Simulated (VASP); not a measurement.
Runs of VASP 6.6.1 on Ru. The structure is that of space group P6_3/mmc (No. 194), or close to it. The cells are those of the table. 

```csv
cell,further INCAR settings,gap on the mesh (eV),pressure (GPa)
"a = 2.720, b = 2.720, c = 4.404 Å, angles 90.0, 90.0, 120.0°, 2 atoms",ALGO = Fast; EDIFF = 1e-07; NBANDS = 21,none,-7.4
"a = 2.720, b = 2.720, c = 4.512 Å, angles 90.0, 90.0, 120.0°, 2 atoms",ALGO = Fast; EDIFF = 1e-06; NBANDS = 21,none,-13.3
"a = 2.720, b = 2.720, c = 4.082 Å, angles 90.0, 90.0, 120.0°, 2 atoms",ALGO = Fast; EDIFF = 1e-06; NBANDS = 21,none,(b)
"a = 2.584, b = 2.584, c = 4.512 Å, angles 90.0, 90.0, 120.0°, 2 atoms",ALGO = Fast; EDIFF = 1e-07; NBANDS = 21,none,22.1
"a = 2.788, b = 2.788, c = 4.082 Å, angles 90.0, 90.0, 120.0°, 2 atoms",ALGO = Fast; EDIFF = 1e-06; NBANDS = 21,none,(a)
"a = 2.856, b = 2.856, c = 4.082 Å, angles 90.0, 90.0, 120.0°, 2 atoms",ALGO = Fast; EDIFF = 1e-06; NBANDS = 21,none,-8.8
"a = 2.652, b = 2.652, c = 4.404 Å, angles 90.0, 90.0, 120.0°, 2 atoms",ALGO = Fast; EDIFF = 1e-07; NBANDS = 21,none,8.9
"a = 2.720, b = 2.720, c = 4.189 Å, angles 90.0, 90.0, 120.0°, 2 atoms",ALGO = Fast; EDIFF = 1e-06; NBANDS = 21,none,9.0
```

Alike in all rows: task single point; level PBE; potentials or basis VASP PAW PBE potentials, release 64 (Ru_pv); no spin polarisation; k mesh 24 × 24 × 14; cutoff (eV) 520; smearing gaussian 0.15 eV.

Question: Fill in the values left out.

Answer: (a) 3.6; (b) 20.0.

Caveats: the cell stands under pressure (at least some runs); the cell stands under tension (at least some runs).

A k mesh can miss the band edges, and the runs leave out spin-orbit coupling on Ru.

A gap of «none» marks levels without a gap at the run's occupations.
